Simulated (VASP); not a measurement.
# SnTe (F-43m) in VASP: settings compared

Aim: see how the results for SnTe move with the level of theory and the settings. Levels: HF, LDA. Tasks: single point.

Program: VASP 6.6.1. These are calculated values, not measurements. Logs are shortened: lines on timing, memory, paths and dates and some standing lists are left out, and cuts for length are marked.

**1. The cell of the first run**

Symmetry: F-43m, No. 216, cubic system. The conventional cell has a = 7.222 Å, b = 7.222 Å, c = 7.222 Å, α = 90.00°, β = 90.00°, γ = 90.00°. Within 4.1 Å of Te (site symmetry -43m) lie 4 Sn at 3.13 Å. Sn (site symmetry -43m) has 4 Te at 3.13 Å within 4.1 Å.

**2. Single point, HF**

POSCAR reads:

```
SnTe
1.0
    0.0000000000      3.6111460000      3.6111460000
    3.6111460000      0.0000000000      3.6111460000
    3.6111460000      3.6111460000      0.0000000000
Te Sn
1 1
Direct
    0.2500000000      0.2500000000      0.2500000000
    0.0000000000      0.0000000000      0.0000000000
```

INCAR.step1 reads:

```
PREC = Accurate
ENCUT = 520
EDIFF = 1E-5
ISMEAR = -1
SIGMA = 0.05
LREAL = False
LASPH = True
NELM = 60
ALGO = Normal
ISIF = 2
LWAVE = True
LCHARG = False
GGA = PE
NBANDS = 17
```

INCAR.step2 reads:

```
PREC = Accurate
ENCUT = 520
EDIFF = 1E-7
ISMEAR = -1
SIGMA = 0.05
LREAL = False
LASPH = True
NELM = 60
ALGO = Normal
ISIF = 2
LWAVE = False
LCHARG = False
GGA = PE
LHFCALC = True
AEXX = 1.0
ALDAC = 0.0
AGGAC = 0.0
PRECFOCK = Normal
ISTART = 1
NBANDS = 17
```

KPOINTS reads:

```
Automatic mesh
0
Gamma
  4 4 4
```

Potentials or basis: VASP PAW PBE potentials, release 64 (Te, Sn_d).

On the command line:

```bash
$ cat potpaw_PBE.64/Te/POTCAR potpaw_PBE.64/Sn_d/POTCAR > POTCAR
$ cp INCAR.step1 INCAR
$ mpirun -np 1 vasp_std > vasp.out
$ cp INCAR.step2 INCAR
$ mpirun -np 1 vasp_std > vasp.out
```

OUTCAR:

```text
PREC = Accurate
   ENCUT = 520
   EDIFF = 1E-7
   ISMEAR = -1
   LREAL = False
   LASPH = True
   NELM = 60
   ISIF = 2
   GGA = PE
   LHFCALC = True
   AEXX = 1.0
   PRECFOCK = Normal
   ISTART = 1

 ion  position               nearest neighbor table
   1  0.250  0.250  0.250-   2 3.13   2 3.13   2 3.13   2 3.13
   2  0.000  0.000  0.000-   1 3.13   1 3.13   1 3.13   1 3.13

  LATTYP: Found a face centered cubic cell.
 ALAT       =     7.2222920000

  Lattice vectors:

 A1 = (   0.0000000000,   3.6111460000,   3.6111460000)
 A2 = (   3.6111460000,   0.0000000000,   3.6111460000)
 A3 = (   3.6111460000,   3.6111460000,   0.0000000000)

Analysis of symmetry for initial positions (statically):
=====================================================================
 Subroutine PRICEL returns:
 Original cell was already a primitive cell.

 Routine SETGRP: Setting up the symmetry group for a
 face centered cubic supercell.

 Subroutine GETGRP returns: Found 24 space group operations
 (whereof 24 operations were pure point group operations)
 out of a pool of 48 trial point group operations.

The static configuration has the point symmetry T_d .

Analysis of symmetry for dynamics (positions and initial velocities):
=====================================================================
 Subroutine PRICEL returns:
 Original cell was already a primitive cell.

 Routine SETGRP: Setting up the symmetry group for a
 face centered cubic supercell.

 Subroutine GETGRP returns: Found 24 space group operations
 (whereof 24 operations were pure point group operations)
 out of a pool of 48 trial point group operations.

The dynamic configuration has the point symmetry T_d .

 Subroutine INISYM returns: Found 24 space group operations
 (whereof 24 operations are pure point group operations),
 and found     1 'primitive' translations

----------------------------------------------------------------------------------------

                                     Primitive cell

  volume of cell :      94.1814

  direct lattice vectors                    reciprocal lattice vectors
     0.000000000  3.611146000  3.611146000    -0.138460201  0.138460201  0.138460201
     3.611146000  0.000000000  3.611146000     0.138460201 -0.138460201  0.138460201
     3.611146000  3.611146000  0.000000000     0.138460201  0.138460201 -0.138460201

  length of vectors
     5.106931649  5.106931649  5.106931649     0.239820102  0.239820102  0.239820102

  position of ions in fractional coordinates (direct lattice)
     0.250000000  0.250000000  0.250000000
     0.000000000  0.000000000  0.000000000

  ion indices of the primitive-cell ions
   primitive index   ion index
                 1           1
                 2           2

----------------------------------------------------------------------------------------

 KPOINTS: Automatic mesh

Automatic generation of k-mesh.
 Grid dimensions read from file:
 generate k-points for:    4    4    4

 Generating k-lattice:

  Cartesian coordinates                     Fractional coordinates (reciprocal lattice)
    -0.034615050  0.034615050  0.034615050     0.250000000  0.000000000  0.000000000
     0.034615050 -0.034615050  0.034615050     0.000000000  0.250000000  0.000000000
     0.034615050  0.034615050 -0.034615050     0.000000000  0.000000000  0.250000000

  Length of vectors
     0.059955026  0.059955026  0.059955026

  Shift w.r.t. Gamma in fractional coordinates (k-lattice)
     0.000000000  0.000000000  0.000000000

 Subroutine IBZKPT returns following result:
 ===========================================

 Found      8 irreducible k-points:

 Following reciprocal coordinates:
            Coordinates               Weight
  0.000000  0.000000  0.000000      1.000000
  0.250000  0.000000  0.000000      8.000000
  0.500000  0.000000  0.000000      4.000000
  0.250000  0.250000  0.000000      6.000000
  0.500000  0.250000  0.000000     24.000000
 -0.250000  0.250000  0.000000     12.000000
  0.500000  0.500000  0.000000      3.000000
 -0.250000  0.500000  0.250000      6.000000
   k-points           NKPTS =      8   k-points in BZ     NKDIM =     64   number of bands    NBANDS=     17
   number of dos      NEDOS =    301   number of ions     NIONS =      2
   total plane-waves  NPLWV =  64000
   dimension x,y,z NGX =    40 NGY =   40 NGZ =   40
   dimension x,y,z NGXF=    80 NGYF=   80 NGZF=   80
   ions per type =               1   1
   NGX,Y,Z   is equivalent  to a cutoff of  13.02, 13.02, 13.02 a.u.
   NGXF,Y,Z  is equivalent  to a cutoff of  26.04, 26.04, 26.04 a.u.
 SYSTEM =  unknown system
   PREC   = accura    normal or accurate (medium, high low for compatibility)
   ISTART =      1    job   : 0-new  1-cont  2-samecut
   ICHARG =      0    charge: 1-file 2-atom 10-const
   ISPIN  =      1    spin polarized calculation?
   LNONCOLLINEAR =      F non collinear calculations
   LSORBIT =      F    spin-orbit coupling
   LASPH  =      T    aspherical Exc in radial PAW
   ENCUT  =  520.0 eV  38.22 Ry    6.18 a.u.   9.50  9.50  9.50*2*pi/ulx,y,z
   NELM   =     60;   NELMIN=  2; NELMDL=  0     # of ELM steps
   EDIFF  = 0.1E-06   stopping-criterion for ELM
   LREAL  =      F    real-space projection
   EDIFFG = 0.1E-05   stopping-criterion for IOM
   NSW    =      0    number of steps for IOM
   IBRION =     -1    ionic relax: 0-MD 1-quasi-New 2-CG
   NFREE  =      0    steps in history (QN), initial steepest desc. (CG)
   ISIF   =      2    stress and relaxation
   ISYM   =      3    0-nonsym 1-usesym 2-fastsym
   POTIM  = 0.5000    time-step for ionic-motion
   TEBEG  =    0.0;   TEEND  =   0.0 temperature during run
   PSTRESS=    0.0 pullay stress
   NELECT =      20.0000    total number of electrons
   NUPDOWN=      -1.0000    fix difference up-down
   EMIN   =  10.00;   EMAX   =-10.00  energy-range for DOS
   EFERMI =   0.00;   METHOD = LEGACY
   ISMEAR =    -1;   SIGMA  =   0.05  broadening in eV -4-tet -1-fermi 0-gaus
   EFERMI_NEDOS =   21; number of points for ismear=-14 and -15
   IALGO  =     38    algorithm
   IMIX   =      1    mixing-type and parameters
     AMIX     =   0.40;   BMIX     =  1.00
     AMIX_MAG =   1.60;   BMIX_MAG =  1.00
  volume/ion in A,a.u.               =      47.09       317.78
  Fermi-wavevector in a.u.,A,eV,Ry     =   0.976704  1.845704 12.979296  0.953951
  Thomas-Fermi vector in A             =   2.107344
   LORBIT       =      0    0 simple, 1 ext, 2 COOP (PROOUT), +10 PAW based schemes
   GGA     = PE    functional components
   LHFCALC =     T    Hartree Fock is set to
   PRECFOCK=normal    Normal, Fast or Accurate (Low or Medium for compatibility)
   ENCUT4O =  -1.0   cutoff for four orbital integrals eV
   NKREDX  =     1    reduce k-point grid by
   NKREDY  =     1    reduce k-point grid by
   NKREDZ  =     1    reduce k-point grid by
   AEXX    =    1.0000 exact exchange contribution
   HFSCREEN=    0.0000 screening length (either q_TF or 0.3 A-1)
   HFSCREENC=   0.0000 screening length for correlation (either q_TF or 0.3 A-1)
   ENCUTFOCK=  -1.0 apply spherical cutoff to Coloumb kernel
   IVDW    =     0    specifies the selected vdW correction
   LEPSILON=     F    determine dielectric tensor
   LRPA    =     F    only Hartree local field effects (RPA)
 non-spin polarized calculation
  energy-cutoff  :      520.00
  volume of cell :       94.18
 maximum number of plane-waves:      2637
 NGX is ok and might be reduce to    40
  NGX = 30; NGY = 30; NGZ = 30

 number of electron      19.9999999 magnetization

 Free energy of the ion-electron system (eV)
  ---------------------------------------------------
  ext. energy  EPLUGINS =         0.00000000
  ---------------------------------------------------
  free energy    TOTEN  =       -17.19758695 eV

  energy without entropy =      -17.19758695  energy(sigma->0) =      -17.19758695

 E-fermi :   3.2047     XC(G=0):   0.0000

 val. band max:        2.0321680478   @ k =  -0.2500   0.5000   0.2500
 cond. band min:       6.2071058339   @ k =   0.5000   0.5000   0.0000
 fundamental gap:      4.1749377861
 Fermi energy:         3.2047314930

 k-point     1 :       0.0000    0.0000    0.0000
  band No.  band energies     occupation
      1     -28.9110      2.00000
      2     -28.9110      2.00000
      3     -28.9110      2.00000
      4     -28.8881      2.00000
      5     -28.8881      2.00000
      6     -14.2120      2.00000
      7      -4.8385      2.00000
      8      -1.2619      2.00000
      9      -1.2619      2.00000
     10      -1.2619      2.00000
     11       7.6539      0.00000
     12       7.6539      0.00000
     13       7.6539      0.00000
     14      10.4742      0.00000
     15      14.0185      0.00000
     16      14.0185      0.00000
     17      14.9306      0.00000

 k-point     2 :       0.2500    0.0000    0.0000
  band No.  band energies     occupation
      1     -28.9104      2.00000
      2     -28.9096      2.00000
      3     -28.9096      2.00000
      4     -28.8884      2.00000
      5     -28.8884      2.00000
      6     -13.8318      2.00000
      7      -6.6110      2.00000
      8      -1.6465      2.00000
      9      -1.6465      2.00000
     10      -0.6355      2.00000
     11       8.1572      0.00000
     12       8.2768      0.00000
     13       8.2768      0.00000
     14      12.2392      0.00000
     15      13.1585      0.00000
     16      13.1585      0.00000
     17      14.2616      0.00000

 k-point     3 :       0.5000    0.0000    0.0000
  band No.  band energies     occupation
      1     -28.9100      2.00000
      2     -28.9084      2.00000
      3     -28.9084      2.00000
      4     -28.8886      2.00000
      5     -28.8886      2.00000
      6     -13.3406      2.00000
      7      -8.0038      2.00000
      8      -1.9711      2.00000
      9      -1.9711      2.00000
     10      -0.7019      2.00000
     11       8.6194      0.00000
     12       8.6194      0.00000
     13      10.3847      0.00000
     14      12.1679      0.00000
     15      13.4727      0.00000
     16      14.5800      0.00000
     17      14.5800      0.00000

 k-point     4 :       0.2500    0.2500    0.0000
  band No.  band energies     occupation
      1     -28.9120      2.00000
      2     -28.9083      2.00000
      3     -28.9083      2.00000
      4     -28.8890      2.00000
      5     -28.8879      2.00000
      6     -13.6953      2.00000
      7      -6.9430      2.00000
      8      -2.1839      2.00000
      9      -2.1839      2.00000
     10       0.4825      2.00000
     11       6.5643      0.00000
     12       9.4028      0.00000
     13       9.4028      0.00000
     14      11.2790      0.00000
     15      13.3519      0.00000
     16      14.7949      0.00000
     17      16.3861      0.00000

 k-point     5 :       0.5000    0.2500    0.0000
  band No.  band energies     occupation
      1     -28.9116      2.00000
      2     -28.9070      2.00000
      3     -28.9068      2.00000
      4     -28.8893      2.00000
      5     -28.8881      2.00000
      6     -13.1749      2.00000
      7      -8.1792      2.00000
      8      -3.1322      2.00000
      9      -2.4670      2.00000
     10       1.1338      2.00000
     11       7.4390      0.00000
     12       9.6733      0.00000
     13       9.9809      0.00000
     14      12.5029      0.00000
     15      13.6872      0.00000
     16      14.8468      0.00000
     17      15.2755      0.00000

 k-point     6 :      -0.2500    0.2500    0.0000
  band No.  band energies     occupation
      1     -28.9108      2.00000
      2     -28.9083      2.00000
      3     -28.9075      2.00000
      4     -28.8886      2.00000
      5     -28.8886      2.00000
      6     -13.3603      2.00000
      7      -7.8024      2.00000
      8      -3.1365      2.00000
      9      -1.9977      2.00000
     10       0.8066      2.00000
     11       8.2372      0.00000
     12       9.0403      0.00000
     13       9.1002      0.00000
     14      12.6748      0.00000
     15      12.9633      0.00000
     16      14.3130      0.00000
     17      15.0855      0.00000

 k-point     7 :       0.5000    0.5000    0.0000
  band No.  band energies     occupation
      1     -28.9129      2.00000
      2     -28.9057      2.00000
      3     -28.9057      2.00000
      4     -28.8901      2.00000
      5     -28.8877      2.00000
      6     -12.9758      2.00000
      7      -8.5457      2.00000
      8      -2.8713      2.00000
      9      -2.8713      2.00000
     10       1.0487      2.00000
     11       6.2071      0.00000
     12      11.5729      0.00000
     13      11.5729      0.00000
     14      12.5214      0.00000
     15      12.9390      0.00000
     16      15.9622      0.00000
     17      15.9622      0.00000

 k-point     8 :      -0.2500    0.5000    0.2500
  band No.  band energies     occupation
      1     -28.9117      2.00000
      2     -28.9070      2.00000
      3     -28.9057      2.00000
      4     -28.8894      2.00000
      5     -28.8882      2.00000
      6     -12.9698      2.00000
      7      -8.5070      2.00000
      8      -3.3127      2.00000
      9      -3.0601      2.00000
     10       2.0322      2.00000
     11       7.8202      0.00000
     12       8.8655      0.00000
     13      10.1633      0.00000
     14      12.7877      0.00000
     15      13.9653      0.00000
     16      15.1070      0.00000
     17      15.5929      0.00000

------------------------ aborting loop because EDIFF is reached ----------------------------------------

  FORCE on cell =-STRESS in cart. coord.  units (eV):
  Direction    XX          YY          ZZ          XY          YZ          ZX
  --------------------------------------------------------------------------------------
  -------------------------------------------------------------------------------------
  Total        0.5711471      0.5711471      0.5711471      0.0000000      0.0000000      0.0000000
  in kB        9.7161325      9.7161325      9.7161325      0.0000000      0.0000000      0.0000000
  external PRESSURE =       9.7161325 kB  Pullay stress =       0.0000000 kB

 VOLUME and BASIS-vectors are now :
 -----------------------------------------------------------------------------
  energy-cutoff  :      520.00
  volume of cell :       94.18
      direct lattice vectors                 reciprocal lattice vectors
     0.000000000  3.611146000  3.611146000    -0.138460201  0.138460201  0.138460201
     3.611146000  0.000000000  3.611146000     0.138460201 -0.138460201  0.138460201
     3.611146000  3.611146000  0.000000000     0.138460201  0.138460201 -0.138460201

 POSITION                                       TOTAL-FORCE (eV/Angst)
 -----------------------------------------------------------------------------------
      1.80557      1.80557      1.80557         0.000000      0.000000      0.000000
      0.00000      0.00000      0.00000        -0.000000     -0.000000     -0.000000
 -----------------------------------------------------------------------------------
    total drift:                                0.000003     -0.000006     -0.000001

  FREE ENERGIE OF THE ION-ELECTRON SYSTEM (eV)
  ---------------------------------------------------
  free  energy   TOTEN  =       -17.1975869461 eV

  energy  without entropy=      -17.1975869461  energy(sigma->0) =      -17.19758695
```

Wall time 34 min (1 thread of AMD EPYC 7R43 (Zen 3), shared host); peak memory 0.21 GiB.

Results:

* Free energy: -17.1976 eV
* Pressure: 1.0 GPa
* Band gap on the k mesh: 4.17 eV, indirect (least direct gap 5.16 eV)

Levels at points of the mesh, in eV from the valence-band top:
```tsv
k point	band 7	band 8	band 9	band 10	band 11	band 12	band 13	band 14
(0.00, 0.00, 0.00)	-6.87	-3.29	-3.29	-3.29	5.62	5.62	5.62	8.44
(0.50, 0.00, 0.00)	-10.04	-4.00	-4.00	-2.73	6.59	6.59	8.35	10.14
(0.50, 0.50, 0.00)	-10.58	-4.90	-4.90	-0.98	4.17	9.54	9.54	10.49
```

Caveat: the PAW data sets were made with another functional, which shifts forces and pressure a little; spin-orbit coupling is left out, which moves the levels of the heavy elements. A k mesh can miss the band edges.

(Part 1 of 2 ends here.)
